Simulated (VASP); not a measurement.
# KZnI3 (Pm-3m) in VASP: a series of runs

KZnI3 is run at these levels: PBE; tasks: single point.

Program: VASP 6.6.1. These are calculated values, not measurements. Logs are shortened: lines on timing, memory, paths and dates and some standing lists are left out, and cuts for length are marked.

### 1 The cell of the first run

The structure is cubic, space group Pm-3m (No. 221). The conventional cell has a = 5.694 Å, b = 5.694 Å, c = 5.694 Å, α = 90.00°, β = 90.00°, γ = 90.00°. K (site symmetry m-3m) has 12 I at 4.03 Å and 8 Zn at 4.93 Å within 5.3 Å. Zn (site symmetry m-3m) has 6 I at 2.85 Å within 3.8 Å. Within 3.8 Å of I (site symmetry 4/mmm) lie 2 Zn at 2.85 Å.

### 2 Single point, PBE (volume changed by -3%)

The input, INCAR:

```
PREC = Accurate
ENCUT = 520
EDIFF = 1E-6
ISMEAR = -1
SIGMA = 0.02
LREAL = False
LASPH = True
NELM = 60
ALGO = Normal
ISIF = 2
LWAVE = False
LCHARG = False
GGA = PE
NBANDS = 29
```

The input, KPOINTS:

```
regular mesh
0
Gamma
  4 4 4
```

The input, POSCAR:

```
KZnI3
1.0
    5.6935512691      0.0000000000      0.0000000000
    0.0000000000      5.6935512691      0.0000000000
    0.0000000000      0.0000000000      5.6935512691
K Zn I
1 1 3
Direct
    0.0000000000      0.0000000000      0.0000000000
    0.5000000000      0.5000000000      0.5000000000
    0.5000000000      0.5000000000      0.0000000000
    0.5000000000      0.0000000000      0.5000000000
    0.0000000000      0.5000000000      0.5000000000
```

Potentials or basis: VASP PAW PBE potentials, release 64 (K_sv, Zn, I).

Run with:

```sh
> cat potpaw_PBE.64/K_sv/POTCAR potpaw_PBE.64/Zn/POTCAR potpaw_PBE.64/I/POTCAR > POTCAR
> mpirun -np 1 vasp_std > vasp.out
```

OUTCAR:

```text
PREC = Accurate
   ENCUT = 520
   EDIFF = 1E-6
   ISMEAR = -1
   LREAL = False
   LASPH = True
   NELM = 60
   ISIF = 2
   GGA = PE

 ion  position               nearest neighbor table
   1  0.000  0.000  0.000-
   2  0.500  0.500  0.500-   3 2.85   4 2.85   5 2.85   3 2.85   4 2.85   5 2.85
   3  0.500  0.500  0.000-   2 2.85   2 2.85
   4  0.500  0.000  0.500-   2 2.85   2 2.85
   5  0.000  0.500  0.500-   2 2.85   2 2.85

  LATTYP: Found a simple cubic cell.
 ALAT       =     5.6935512691

  Lattice vectors:

 A1 = (   5.6935512691,   0.0000000000,   0.0000000000)
 A2 = (   0.0000000000,   5.6935512691,   0.0000000000)
 A3 = (   0.0000000000,   0.0000000000,   5.6935512691)

Analysis of symmetry for initial positions (statically):
=====================================================================
 Subroutine PRICEL returns:
 Original cell was already a primitive cell.

 Routine SETGRP: Setting up the symmetry group for a
 simple cubic supercell.

 Subroutine GETGRP returns: Found 48 space group operations
 (whereof 48 operations were pure point group operations)
 out of a pool of 48 trial point group operations.

The static configuration has the point symmetry O_h .

Analysis of symmetry for dynamics (positions and initial velocities):
=====================================================================
 Subroutine PRICEL returns:
 Original cell was already a primitive cell.

 Routine SETGRP: Setting up the symmetry group for a
 simple cubic supercell.

 Subroutine GETGRP returns: Found 48 space group operations
 (whereof 48 operations were pure point group operations)
 out of a pool of 48 trial point group operations.

The dynamic configuration has the point symmetry O_h .

 Subroutine INISYM returns: Found 48 space group operations
 (whereof 48 operations are pure point group operations),
 and found     1 'primitive' translations

----------------------------------------------------------------------------------------

                                     Primitive cell

  volume of cell :     184.5652

  direct lattice vectors                    reciprocal lattice vectors
     5.693551269  0.000000000  0.000000000     0.175637305  0.000000000  0.000000000
     0.000000000  5.693551269  0.000000000     0.000000000  0.175637305  0.000000000
     0.000000000  0.000000000  5.693551269     0.000000000  0.000000000  0.175637305

[... 73 lines left out ...]
   NELM   =     60;   NELMIN=  2; NELMDL= -5     # of ELM steps
   EDIFF  = 0.1E-05   stopping-criterion for ELM
   LREAL  =      F    real-space projection
   EDIFFG = 0.1E-04   stopping-criterion for IOM
   NSW    =      0    number of steps for IOM
   IBRION =     -1    ionic relax: 0-MD 1-quasi-New 2-CG
   NFREE  =      0    steps in history (QN), initial steepest desc. (CG)
   ISIF   =      2    stress and relaxation
   ISYM   =      2    0-nonsym 1-usesym 2-fastsym
   POTIM  = 0.5000    time-step for ionic-motion
   TEBEG  =    0.0;   TEEND  =   0.0 temperature during run
   PSTRESS=    0.0 pullay stress
   NELECT =      42.0000    total number of electrons
   NUPDOWN=      -1.0000    fix difference up-down
   EMIN   =  10.00;   EMAX   =-10.00  energy-range for DOS
   EFERMI =   0.00;   METHOD = LEGACY
   ISMEAR =    -1;   SIGMA  =   0.02  broadening in eV -4-tet -1-fermi 0-gaus
   EFERMI_NEDOS =   21; number of points for ismear=-14 and -15
   IALGO  =     38    algorithm
   IMIX   =      4    mixing-type and parameters
     AMIX     =   0.40;   BMIX     =  1.00
     AMIX_MAG =   1.60;   BMIX_MAG =  1.00
  volume/ion in A,a.u.               =      36.91       249.10
  Fermi-wavevector in a.u.,A,eV,Ry     =   0.999481  1.888746 13.591716  0.998963
  Thomas-Fermi vector in A             =   2.131774
   LORBIT       =      0    0 simple, 1 ext, 2 COOP (PROOUT), +10 PAW based schemes
   GGA     = PE    functional components
   LHFCALC =     F    Hartree Fock is set to
   AEXX    =    0.0000 exact exchange contribution
   IVDW    =     0    specifies the selected vdW correction
   LEPSILON=     F    determine dielectric tensor
   LRPA    =     F    only Hartree local field effects (RPA)
 non-spin polarized calculation
  energy-cutoff  :      520.00
  volume of cell :      184.57
 maximum number of plane-waves:      4993
   NGX = 21   NGY = 21   NGZ = 21

 number of electron      42.0000012 magnetization

 Free energy of the ion-electron system (eV)
  ---------------------------------------------------
  ext. energy  EPLUGINS =         0.00000000
  ---------------------------------------------------
  free energy    TOTEN  =       -10.62042063 eV

  energy without entropy =      -10.61832534  energy(sigma->0) =      -10.61937298

 E-fermi :   1.7865     XC(G=0):  -8.0409

 val. band max:        1.7496714804   @ k =   0.5000   0.5000   0.5000
 cond. band min:       2.4136214874   @ k =   0.2500   0.0000   0.0000
 fundamental gap:      0.6639500071
 Fermi energy:         1.7864795610

 k-point     1 :       0.0000    0.0000    0.0000
  band No.  band energies     occupation
      1     -28.0388      2.00000
      2     -11.5032      2.00000
      3     -11.5032      2.00000
      4     -11.5032      2.00000
      5     -10.5405      2.00000
      6      -9.5745      2.00000
[... 309 lines left out ...]
     28       8.2237      0.00000
     29       8.2237      0.00000

------------------------ aborting loop because EDIFF is reached ----------------------------------------

  FORCE on cell =-STRESS in cart. coord.  units (eV):
  Direction    XX          YY          ZZ          XY          YZ          ZX
  --------------------------------------------------------------------------------------
  -------------------------------------------------------------------------------------
  Total        0.8448725      0.8448725      0.8448725     -0.0000000     -0.0000000      0.0000000
  in kB        7.3341879      7.3341879      7.3341879     -0.0000000     -0.0000000      0.0000000
  external PRESSURE =       7.3341879 kB  Pullay stress =       0.0000000 kB

 VOLUME and BASIS-vectors are now :
 -----------------------------------------------------------------------------
  energy-cutoff  :      520.00
  volume of cell :      184.57
      direct lattice vectors                 reciprocal lattice vectors
     5.693551269  0.000000000  0.000000000     0.175637305  0.000000000  0.000000000
     0.000000000  5.693551269  0.000000000     0.000000000  0.175637305  0.000000000
     0.000000000  0.000000000  5.693551269     0.000000000  0.000000000  0.175637305

 POSITION                                       TOTAL-FORCE (eV/Angst)
 -----------------------------------------------------------------------------------
      0.00000      0.00000      0.00000         0.000000      0.000000      0.000000
      2.84678      2.84678      2.84678         0.000000      0.000000      0.000000
      2.84678      2.84678      0.00000         0.000000      0.000000      0.000000
      2.84678      0.00000      2.84678         0.000000      0.000000      0.000000
      0.00000      2.84678      2.84678         0.000000      0.000000      0.000000
 -----------------------------------------------------------------------------------
    total drift:                                0.000000     -0.000000     -0.000000

  FREE ENERGIE OF THE ION-ELECTRON SYSTEM (eV)
  ---------------------------------------------------
  free  energy   TOTEN  =       -10.6204206261 eV

  energy  without entropy=      -10.6183253413  energy(sigma->0) =      -10.61937298
```

stdout:

```text
POSCAR found type information on POSCAR K ZnI
 POSCAR found :  3 types and       5 ions
 scaLAPACK will be used
 LDA part: xc-table for (Slater+PW92), standard interpolation
 POSCAR, INCAR and KPOINTS ok, starting setup
 FFT: planning ... GRIDC
 FFT: planning ... GRID_SOFT
 FFT: planning ... GRID
 WAVECAR not read
 entering main loop
```

It took 27 s on 1 thread of Intel Xeon 6975P-C (Granite Rapids), shared host; peak memory 0.27 GiB.

What came out:

| Item | Value |
| --- | --- |
| Free energy | -10.6204 eV |
| Pressure | 0.7 GPa |
| Band gap on the k mesh | zero (band 21 reaches 1.75 eV, above the bottom of band 22 at 1.20 eV) |

Levels at points of the mesh, in eV from the Fermi level:
| k point | band 19 | band 20 | band 21 | band 22 | band 23 | band 24 |
| --- | --- | --- | --- | --- | --- | --- |
| (0.00, 0.00, 0.00) | -0.97 | -0.59 | -0.59 | -0.59 | 3.38 | 4.89 |
| (0.50, 0.00, 0.00) | -1.25 | -0.76 | -0.76 | 2.19 | 4.47 | 5.08 |
| (0.50, 0.50, 0.00) | -1.40 | -0.42 | -0.06 | 3.62 | 4.55 | 4.55 |
| (0.50, 0.50, 0.50) | -0.04 | -0.04 | -0.04 | 3.68 | 3.94 | 3.94 |

Caveat: the cell differs from its parent crystal (volume changed by -3%); spin-orbit coupling is left out, which moves the levels of the heavy elements.

### 3 Single point, PBE

This run uses another cell than the first one, of 38.05 Å³/atom, 1.031 times its volume.

The input, INCAR:

```
SYSTEM = KZnI3
  PREC = Accurate
  ENCUT = 520
  EDIFF = 1E-6
  ISMEAR = -1
  SIGMA = 0.02
  LREAL = .FALSE.
  LASPH = .TRUE.
  NELM = 100
  ALGO = Normal
  ISIF = 2
  LWAVE = .FALSE.
  LCHARG = .FALSE.
  GGA = PE
  NBANDS = 29
```

The input, KPOINTS:

```
regular mesh
0
G
  4 4 4
  0 0 0
```

POSCAR: that of step 2 with these lines changed.

```diff
@@ -2,5 +2,5 @@
 1.0
-    5.6935512691      0.0000000000      0.0000000000
-    0.0000000000      5.6935512691      0.0000000000
-    0.0000000000      0.0000000000      5.6935512691
+    5.7516527440      0.0000000000      0.0000000000
+    0.0000000000      5.7516527440      0.0000000000
+    0.0000000000      0.0000000000      5.7516527440
 K Zn I
```

Potentials or basis: VASP PAW PBE potentials, release 64 (K_sv, Zn, I).

Run with:

```sh
> cat potpaw_PBE.64/K_sv/POTCAR potpaw_PBE.64/Zn/POTCAR potpaw_PBE.64/I/POTCAR > POTCAR
> mpirun -np 1 vasp_std > vasp.out
```

Run time: 29 s. Hardware: 1 thread of Intel Xeon 6975P-C (Granite Rapids), shared host; peak memory 0.34 GiB.

Results (log left out):

```
Free energy            : -10.6343 eV
Pressure               : 0.0 GPa
Band gap on the k mesh : zero (band 21 reaches 1.50 eV, above the bottom of band 22 at 0.97 eV)
```

Levels at points of the mesh, in eV from the Fermi level:
```csv
k point,band 17,band 18,band 19,band 20,band 21,band 22,band 23,band 24,band 25,band 26
"(0.00, 0.00, 0.00)",-0.92,-0.92,-0.92,-0.56,-0.56,-0.56,3.36,4.95,4.95,5.40
"(0.50, 0.00, 0.00)",-1.31,-1.31,-1.18,-0.72,-0.72,2.11,4.49,5.07,6.13,6.31
"(0.50, 0.50, 0.00)",-1.48,-1.33,-1.33,-0.43,-0.06,3.49,4.55,4.55,5.38,6.05
"(0.50, 0.50, 0.50)",-0.41,-0.41,-0.04,-0.04,-0.04,3.73,3.94,3.94,3.94,4.92
```

Caveat: spin-orbit coupling is left out, which moves the levels of the heavy elements.
